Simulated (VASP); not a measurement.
# Ag (I4/mmm) in VASP: a series of runs

Runs on Ag. Level: PBE. Tasks: single point.

Everything below comes from runs of VASP 6.6.1. Logs are shortened: lines on timing, memory, paths and dates and some standing lists are left out, and cuts for length are marked.

### Step 1. The cell of the first run

Symmetry: I4/mmm, No. 139, tetragonal system. Conventional cell: a = 2.889 Å, b = 2.889 Å, c = 3.984 Å, α = 90.00°, β = 90.00°, γ = 90.00°. Ag (site symmetry 4/mmm) has 12 Ag at 2.85 to 2.89 Å within 3.8 Å.

### Step 2. Single point, PBE (strain +0.000 along x and y, -0.025 along z)

Contents of INCAR:

```
PREC     = Accurate       # precision mode
ENCUT    = 520            # plane-wave cutoff, eV
EDIFF    = 1E-6           # SCF threshold, eV
ISMEAR   = 0              # smearing method
SIGMA    = 0.15           # smearing width, eV
LREAL    = False          # projectors in reciprocal space
LASPH    = True           # aspherical terms in the spheres
NELM     = 60             # most SCF steps
ALGO     = Fast           # electronic algorithm
ISIF     = 2              # what is computed and relaxed
LWAVE    = False          # write WAVECAR
LCHARG   = True           # write CHGCAR
GGA      = PE             # functional
LELF     = True           # ELF
LVHAR    = True         
NBANDS   = 12             # bands
```

Contents of KPOINTS:

```
Automatic mesh
0
Gamma
  20 20 20
```

Contents of POSCAR:

```
Ag
1.0
    0.0000000000      2.0431000000      1.9920225000
    2.0431000000      0.0000000000      1.9920225000
    2.0431000000      2.0431000000      0.0000000000
Ag
1
Direct
    0.0000000000      0.0000000000      0.0000000000
```

Potentials or basis: VASP PAW PBE potentials, release 64 (Ag).

The run is started by

```bash
cat potpaw_PBE.64/Ag/POTCAR > POTCAR
mpirun -np 1 vasp_std > vasp.out
```

OUTCAR:

```text
PREC = Accurate
   ENCUT = 520
   EDIFF = 1E-6
   ISMEAR = 0
   LREAL = False
   LASPH = True
   NELM = 60
   ISIF = 2
   GGA = PE

 ion  position               nearest neighbor table
   1  0.000  0.000  0.000-

  LATTYP: Found a body centered tetragonal cell.
 ALAT       =     2.8893797293
 C/A-ratio  =     1.3788582233

  Lattice vectors:

 A1 = (   0.0000000000,  -2.0431000000,  -1.9920225000)
 A2 = (   0.0000000000,   2.0431000000,  -1.9920225000)
 A3 = (   2.0431000000,   0.0000000000,   1.9920225000)

Analysis of symmetry for initial positions (statically):
=====================================================================
 Subroutine PRICEL returns:
 Original cell was already a primitive cell.

 Routine SETGRP: Setting up the symmetry group for a
 body centered tetragonal supercell.

 Subroutine GETGRP returns: Found 16 space group operations
 (whereof 16 operations were pure point group operations)
 out of a pool of 16 trial point group operations.

The static configuration has the point symmetry D_4h.

Analysis of symmetry for dynamics (positions and initial velocities):
=====================================================================
 Subroutine PRICEL returns:
 Original cell was already a primitive cell.

 Routine SETGRP: Setting up the symmetry group for a
 body centered tetragonal supercell.

 Subroutine GETGRP returns: Found 16 space group operations
 (whereof 16 operations were pure point group operations)
 out of a pool of 16 trial point group operations.

The dynamic configuration has the point symmetry D_4h.

 Subroutine INISYM returns: Found 16 space group operations
 (whereof 16 operations are pure point group operations),
 and found     1 'primitive' translations

----------------------------------------------------------------------------------------

                                     Primitive cell

  volume of cell :      16.6304

  direct lattice vectors                    reciprocal lattice vectors
     0.000000000  2.043100000  1.992022500    -0.244726151  0.244726151  0.251001181
     2.043100000  0.000000000  1.992022500     0.244726151 -0.244726151  0.251001181
     2.043100000  2.043100000  0.000000000     0.244726151  0.244726151 -0.251001181

  length of vectors
     2.853491064  2.853491064  2.889379729     0.427531720  0.427531720  0.427531720

[... 84 lines left out ...]
   ISIF   =      2    stress and relaxation
   ISYM   =      2    0-nonsym 1-usesym 2-fastsym
   POTIM  = 0.5000    time-step for ionic-motion
   TEBEG  =    0.0;   TEEND  =   0.0 temperature during run
   PSTRESS=    0.0 pullay stress
   NELECT =      11.0000    total number of electrons
   NUPDOWN=      -1.0000    fix difference up-down
   EMIN   =  10.00;   EMAX   =-10.00  energy-range for DOS
   EFERMI =   0.00;   METHOD = LEGACY
   ISMEAR =     0;   SIGMA  =   0.15  broadening in eV -4-tet -1-fermi 0-gaus
   EFERMI_NEDOS =   21; number of points for ismear=-14 and -15
   IALGO  =     68    algorithm
   IMIX   =      4    mixing-type and parameters
     AMIX     =   0.40;   BMIX     =  1.00
     AMIX_MAG =   1.60;   BMIX_MAG =  1.00
  volume/ion in A,a.u.               =      16.63       112.23
  Fermi-wavevector in a.u.,A,eV,Ry     =   1.426389  2.695484 27.682207  2.034585
  Thomas-Fermi vector in A             =   2.546671
   LORBIT       =      0    0 simple, 1 ext, 2 COOP (PROOUT), +10 PAW based schemes
   GGA     = PE    functional components
   LHFCALC =     F    Hartree Fock is set to
   AEXX    =    0.0000 exact exchange contribution
   IVDW    =     0    specifies the selected vdW correction
   LEPSILON=     F    determine dielectric tensor
   LRPA    =     F    only Hartree local field effects (RPA)
 non-spin polarized calculation
 RMM-DIIS sequential band-by-band and
 Gauss-broadening in eV      SIGMA  =   0.15
  energy-cutoff  :      520.00
  volume of cell :       16.63
 maximum number of plane-waves:       463
 NGX is ok and might be reduce to    24
   NGX = 11   NGY = 11   NGZ = 11

 number of electron      11.0000002 magnetization

 Free energy of the ion-electron system (eV)
  ---------------------------------------------------
  ext. energy  EPLUGINS =         0.00000000
  ---------------------------------------------------
  free energy    TOTEN  =        -2.69359815 eV

  energy without entropy =       -2.69134828  energy(sigma->0) =       -2.69247321

 E-fermi :   8.7994     XC(G=0): -12.3593

 val. band max:        8.7884154820   @ k =   0.5000   0.2500   0.1000
 cond. band min:       8.8034968243   @ k =   0.4500   0.0000   0.3500
 fundamental gap:      0.0150813423
 Fermi energy:         8.7993959884

 k-point     1 :       0.0000    0.0000    0.0000
  band No.  band energies     occupation
      1       0.8288      2.00000
      2       3.8315      2.00000
      3       3.8315      2.00000
      4       3.9922      2.00000
      5       4.8776      2.00000
      6       5.0463      2.00000
      7      24.8685      0.00000
      8      28.4627      0.00000
      9      28.4627      0.00000
     10      28.8351      0.00000
     11      33.4538      0.00000
     12      34.5572      0.00000
[... 331 lines left out ...]
 k-point    24 :      -0.3500    0.0500    0.0000
  band No.  band energies     occupation
      1       2.3727      2.00000
      2       3.9065      2.00000
      3       4.0124      2.00000
      4       5.2715      2.00000
      5       5.4404      2.00000
      6       6.3969      2.00000
      7      15.7977      0.00000
      8      24.5479      0.00000
      9      26.7283      0.00000
     10      27.9762      0.00000
     11      31.5643      0.00000
     12      32.1137      0.00000

 [... further k-points ...]

------------------------ aborting loop because EDIFF is reached ----------------------------------------

  FORCE on cell =-STRESS in cart. coord.  units (eV):
  Direction    XX          YY          ZZ          XY          YZ          ZX
  --------------------------------------------------------------------------------------
  -------------------------------------------------------------------------------------
  Total        0.7692723      0.7692723      0.8726844      0.0000000     -0.0000000      0.0000000
  in kB       74.1117691     74.1117691     84.0745040      0.0000000     -0.0000000      0.0000000
  external PRESSURE =      77.4326807 kB  Pullay stress =       0.0000000 kB

 VOLUME and BASIS-vectors are now :
 -----------------------------------------------------------------------------
  energy-cutoff  :      520.00
  volume of cell :       16.63
      direct lattice vectors                 reciprocal lattice vectors
     0.000000000  2.043100000  1.992022500    -0.244726151  0.244726151  0.251001181
     2.043100000  0.000000000  1.992022500     0.244726151 -0.244726151  0.251001181
     2.043100000  2.043100000  0.000000000     0.244726151  0.244726151 -0.251001181

 POSITION                                       TOTAL-FORCE (eV/Angst)
 -----------------------------------------------------------------------------------
      0.00000      0.00000      0.00000         0.000000      0.000000      0.000000
 -----------------------------------------------------------------------------------
    total drift:                               -0.000000      0.000000     -0.000000

  FREE ENERGIE OF THE ION-ELECTRON SYSTEM (eV)
  ---------------------------------------------------
  free  energy   TOTEN  =        -2.6935981455 eV

  energy  without entropy=       -2.6913482787  energy(sigma->0) =       -2.69247321
```

stdout:

```text
POSCAR found type information on POSCAR Ag
 POSCAR found :  1 types and       1 ions
 scaLAPACK will be used
 LDA part: xc-table for (Slater+PW92), standard interpolation
 POSCAR, INCAR and KPOINTS ok, starting setup
 FFT: planning ... GRIDC
 FFT: planning ... GRID_SOFT
 FFT: planning ... GRID
 WAVECAR not read
 entering main loop
```

It took 36 s on 1 thread of Intel Xeon 6975P-C (Granite Rapids), shared host; peak memory 0.24 GiB.

Results:

| Quantity | Value |
| --- | --- |
| Free energy | -2.6936 eV |
| Pressure | 7.7 GPa |
| Band gap on the k mesh | zero (an odd number of electrons rules out a gap without spin polarisation) |

Caveat: the cell differs from its parent crystal (strain +0.000 along x and y, -0.025 along z); the cell stands under pressure.

### Step 3. Single point, PBE (strain -0.025 along x and y, +0.025 along z)

Contents of INCAR:

```
PREC = Accurate ; ENCUT = 520
EDIFF = 1E-6 ; ISMEAR = 0
SIGMA = 0.15 ; LREAL = F
LASPH = T ; NELM = 100
ALGO = Normal ; ISIF = 2
LWAVE = F ; LCHARG = F
GGA = PE ; NBANDS = 12
```

Contents of KPOINTS:

```
regular mesh
0
Gamma
  20 20 20
```

Contents of POSCAR:

```
Ag
1.0
    0.0000000000      1.9920225000      2.0941775000
    1.9920225000      0.0000000000      2.0941775000
    1.9920225000      1.9920225000      0.0000000000
Ag
1
Direct
    0.0000000000      0.0000000000      0.0000000000
```

Potentials or basis: VASP PAW PBE potentials, release 64 (Ag).

The run is started by

```bash
cat potpaw_PBE.64/Ag/POTCAR > POTCAR
mpirun -np 1 vasp_std > vasp.out
```

Wall time 30 s (1 thread of Intel Xeon 6975P-C (Granite Rapids), shared host); peak memory 0.24 GiB.

Results (log left out):

```yaml
Free_energy: -2.6897 eV
Pressure: 7.8 GPa
Band_gap_on_the_k_mesh: zero (an odd number of electrons rules out a gap without spin polarisation)
```

Stress tensor (GPa, compression positive):
```
8.71 0.00 0.00
0.00 8.71 0.00
0.00 0.00 6.11
```

Levels at points of the mesh, in eV from the Fermi level:
| k point | band 4 | band 5 | band 6 | band 7 | band 8 | band 9 |
| --- | --- | --- | --- | --- | --- | --- |
| (0.00, 0.00, 0.00) | -4.81 | -4.03 | -3.68 | 16.09 | 19.31 | 20.02 |
| (0.50, 0.00, 0.00) | -3.08 | -2.95 | -0.49 | 3.73 | 15.11 | 17.75 |
| (0.50, 0.50, 0.00) | -2.82 | -2.82 | 0.99 | 6.10 | 11.38 | 11.38 |
| (0.50, 0.00, 0.50) | -2.92 | -2.66 | 1.86 | 7.34 | 10.45 | 10.53 |

Caveat: the cell differs from its parent crystal (strain -0.025 along x and y, +0.025 along z); the cell stands under pressure.

[end of part 1 of 2]

The gap in the log of VASP goes by the Fermi energy; the results here count the filled bands.